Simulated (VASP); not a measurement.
# Ca (P4/mbm) in VASP: single point with PBE

Aim: the single point of Ca with PBE.

Program: VASP 6.6.1. These are calculated values, not measurements. Logs are shortened: lines on timing, memory, paths and dates and some standing lists are left out, and cuts for length are marked.

## 1. The cell of the first run

Symmetry: P4/mbm, No. 127, tetragonal system. Conventional cell: a = 9.172 Å, b = 9.172 Å, c = 3.555 Å, α = 90.00°, β = 90.00°, γ = 90.00°. Within 4.6 Å of Ca (site symmetry m2m) lie 5 Ca at 3.51 to 3.80 Å. Within 4.6 Å of Ca (site symmetry 4/m) lie 6 Ca at 3.51 to 3.56 Å.

The cell was generated, and may not be a known phase.

## 2. Single point, PBE

File INCAR:

```
PREC = Accurate
ENCUT = 520
EDIFF = 1E-6
ISMEAR = 0
SIGMA = 0.1
LREAL = F
LASPH = T
NELM = 100
ALGO = Fast
ISIF = 2
LWAVE = F
LCHARG = F
GGA = PE
NBANDS = 39
```

File KPOINTS:

```
Automatic mesh
0
Gamma
  4 4 10
```

File POSCAR:

```
Ca
1.0
    9.1723560567      0.0000000000      0.0000000000
    0.0000000000      9.1723560567      0.0000000000
    0.0000000000      0.0000000000      3.5554496933
Ca
6
Direct
    0.1465189935      0.3534810065      0.0000000000
    0.3534810065      0.8534810065      0.0000000000
    0.8534810065      0.6465189935      0.0000000000
    0.6465189935      0.1465189935      0.0000000000
    0.0000000000      0.0000000000      0.0000000000
    0.5000000000      0.5000000000      0.0000000000
```

Potentials or basis: VASP PAW PBE potentials, release 64 (Ca_sv).

Run with:

```sh
> cat potpaw_PBE.64/Ca_sv/POTCAR > POTCAR
> mpirun -np 1 vasp_std > vasp.out
```

OUTCAR:

```text
PREC = Accurate
   ENCUT = 520
   EDIFF = 1E-6
   ISMEAR = 0
   LREAL = F
   LASPH = T
   NELM = 100
   ISIF = 2
   GGA = PE

 ion  position               nearest neighbor table
   1  0.147  0.353  0.000-
   2  0.353  0.853  0.000-
   3  0.853  0.647  0.000-
   4  0.647  0.147  0.000-
   5  0.000  0.000  0.000-
   6  0.500  0.500  0.000-

  LATTYP: Found a simple tetragonal cell.
 ALAT       =     9.1723560567
 C/A-ratio  =     0.3876266546

  Lattice vectors:

 A1 = (   9.1723560567,   0.0000000000,   0.0000000000)
 A2 = (   0.0000000000,   9.1723560567,   0.0000000000)
 A3 = (   0.0000000000,   0.0000000000,   3.5554496933)

Analysis of symmetry for initial positions (statically):
=====================================================================
 Subroutine PRICEL returns:
 Original cell was already a primitive cell.

 Routine SETGRP: Setting up the symmetry group for a
 simple tetragonal supercell.

 Subroutine GETGRP returns: Found 16 space group operations
 (whereof  8 operations were pure point group operations)
 out of a pool of 16 trial point group operations.

The static configuration has the point symmetry C_4h.
 The point group associated with its full space group is D_4h.

Analysis of symmetry for dynamics (positions and initial velocities):
=====================================================================
 Subroutine PRICEL returns:
 Original cell was already a primitive cell.

 Routine SETGRP: Setting up the symmetry group for a
 simple tetragonal supercell.

 Subroutine GETGRP returns: Found 16 space group operations
 (whereof  8 operations were pure point group operations)
 out of a pool of 16 trial point group operations.

The dynamic configuration has the point symmetry C_4h.
 The point group associated with its full space group is D_4h.

 Subroutine INISYM returns: Found 16 space group operations
 (whereof  8 operations are pure point group operations),
 and found     1 'primitive' translations

----------------------------------------------------------------------------------------

                                     Primitive cell

  volume of cell :     299.1275

  direct lattice vectors                    reciprocal lattice vectors
     9.172356057  0.000000000  0.000000000     0.109023243  0.000000000  0.000000000
     0.000000000  9.172356057  0.000000000     0.000000000  0.109023243  0.000000000
[... 90 lines left out ...]
   LASPH  =      T    aspherical Exc in radial PAW
   ENCUT  =  520.0 eV  38.22 Ry    6.18 a.u.  17.05 17.05  6.61*2*pi/ulx,y,z
   NELM   =    100;   NELMIN=  2; NELMDL= -5     # of ELM steps
   EDIFF  = 0.1E-05   stopping-criterion for ELM
   LREAL  =      F    real-space projection
   EDIFFG = 0.1E-04   stopping-criterion for IOM
   NSW    =      0    number of steps for IOM
   IBRION =     -1    ionic relax: 0-MD 1-quasi-New 2-CG
   NFREE  =      0    steps in history (QN), initial steepest desc. (CG)
   ISIF   =      2    stress and relaxation
   ISYM   =      2    0-nonsym 1-usesym 2-fastsym
   POTIM  = 0.5000    time-step for ionic-motion
   TEBEG  =    0.0;   TEEND  =   0.0 temperature during run
   PSTRESS=    0.0 pullay stress
   NELECT =      60.0000    total number of electrons
   NUPDOWN=      -1.0000    fix difference up-down
   EMIN   =  10.00;   EMAX   =-10.00  energy-range for DOS
   EFERMI =   0.00;   METHOD = LEGACY
   ISMEAR =     0;   SIGMA  =   0.10  broadening in eV -4-tet -1-fermi 0-gaus
   EFERMI_NEDOS =   21; number of points for ismear=-14 and -15
   IALGO  =     68    algorithm
   IMIX   =      4    mixing-type and parameters
     AMIX     =   0.40;   BMIX     =  1.00
     AMIX_MAG =   1.60;   BMIX_MAG =  1.00
  volume/ion in A,a.u.               =      49.85       336.44
  Fermi-wavevector in a.u.,A,eV,Ry     =   0.958311  1.810945 12.495046  0.918360
  Thomas-Fermi vector in A             =   2.087407
   LORBIT       =      0    0 simple, 1 ext, 2 COOP (PROOUT), +10 PAW based schemes
   GGA     = PE    functional components
   LHFCALC =     F    Hartree Fock is set to
   AEXX    =    0.0000 exact exchange contribution
   IVDW    =     0    specifies the selected vdW correction
   LEPSILON=     F    determine dielectric tensor
   LRPA    =     F    only Hartree local field effects (RPA)
 non-spin polarized calculation
 RMM-DIIS sequential band-by-band and
 Gauss-broadening in eV      SIGMA  =   0.10
  energy-cutoff  :      520.00
  volume of cell :      299.13
 maximum number of plane-waves:      8097
 NGX is ok and might be reduce to    70
   NGX = 35   NGY = 35   NGZ = 13

 number of electron      59.9999998 magnetization

 Free energy of the ion-electron system (eV)
  ---------------------------------------------------
  ext. energy  EPLUGINS =         0.00000000
  ---------------------------------------------------
  free energy    TOTEN  =        -8.26236972 eV

  energy without entropy =       -8.21683333  energy(sigma->0) =       -8.23960153

 E-fermi :   1.2436     XC(G=0):  -7.1799

 val. band max:        1.2396276497   @ k =   0.2500   0.0000   0.5000
 cond. band min:       1.2550951497   @ k =   0.0000   0.0000   0.2000
 fundamental gap:      0.0154674999
 Fermi energy:         1.2436327523

 k-point     1 :       0.0000    0.0000    0.0000
  band No.  band energies     occupation
      1     -41.2960      2.00000
      2     -41.2952      2.00000
      3     -41.2921      2.00000
      4     -41.2921      2.00000
      5     -41.0219      2.00000
      6     -41.0212      2.00000
[... 997 lines left out ...]
     38       2.5214      0.00000
     39       2.5530      0.00000

 [... further k-points ...]
[... 5 lines left out ...]
  --------------------------------------------------------------------------------------
  -------------------------------------------------------------------------------------
  Total        0.0374505      0.0374505      0.0027151      0.0000000      0.0000000     -0.0000000
  in kB        0.2005914      0.2005914      0.0145427      0.0000000      0.0000000     -0.0000000
  external PRESSURE =       0.1385751 kB  Pullay stress =       0.0000000 kB

 VOLUME and BASIS-vectors are now :
 -----------------------------------------------------------------------------
  energy-cutoff  :      520.00
  volume of cell :      299.13
      direct lattice vectors                 reciprocal lattice vectors
     9.172356057  0.000000000  0.000000000     0.109023243  0.000000000  0.000000000
     0.000000000  9.172356057  0.000000000     0.000000000  0.109023243  0.000000000
     0.000000000  0.000000000  3.555449693     0.000000000  0.000000000  0.281258374

 POSITION                                       TOTAL-FORCE (eV/Angst)
 -----------------------------------------------------------------------------------
      1.34392      3.24225      0.00000        -0.001084      0.001084     -0.000000
      3.24225      7.82843      0.00000         0.001084      0.001084     -0.000000
      7.82843      5.93010      0.00000         0.001084     -0.001084      0.000000
      5.93010      1.34392      0.00000        -0.001084     -0.001084      0.000000
      0.00000      0.00000      0.00000         0.000000      0.000000      0.000000
      4.58618      4.58618      0.00000         0.000000      0.000000      0.000000
 -----------------------------------------------------------------------------------
    total drift:                                0.000000     -0.000000      0.000000

  FREE ENERGIE OF THE ION-ELECTRON SYSTEM (eV)
  ---------------------------------------------------
  free  energy   TOTEN  =        -8.2623697226 eV

  energy  without entropy=       -8.2168333303  energy(sigma->0) =       -8.23960153
```

OSZICAR:

```text
N       E                     dE             d eps       ncg     rms          rms(c)
DAV:   1     0.587959825395E+03    0.58796E+03   -0.28785E+04  3008   0.136E+03
DAV:   2     0.304241446708E+02   -0.55754E+03   -0.55010E+03  2934   0.416E+02
DAV:   3    -0.322786670135E+01   -0.33652E+02   -0.32708E+02  4345   0.731E+01
[... 14 lines left out ...]
RMM:  18    -0.826236437813E+01   -0.34602E-06   -0.64702E-05  4511   0.222E-02    0.260E-03
RMM:  19    -0.826236672177E+01   -0.23436E-05   -0.26033E-05  3694   0.122E-02    0.320E-03
RMM:  20    -0.826236798921E+01   -0.12674E-05   -0.15769E-05  3003   0.818E-03    0.237E-03
RMM:  21    -0.826236967078E+01   -0.16816E-05   -0.75971E-06  2874   0.681E-03    0.303E-03
RMM:  22    -0.826236972264E+01   -0.51862E-07   -0.49736E-06  2497   0.510E-03
   1 F= -.82623697E+01 E0= -.82396015E+01  d E =-.455364E-01
```

Wall time 14 min (1 thread of AMD EPYC 7R43 (Zen 3), shared host); peak memory 0.49 GiB.

Results:

| Item | Value |
| --- | --- |
| Free energy | -8.2624 eV |
| Pressure | 0.0 GPa |
| Band gap on the k mesh | zero (bands 30 and 31 overlap by 0.88 eV) |
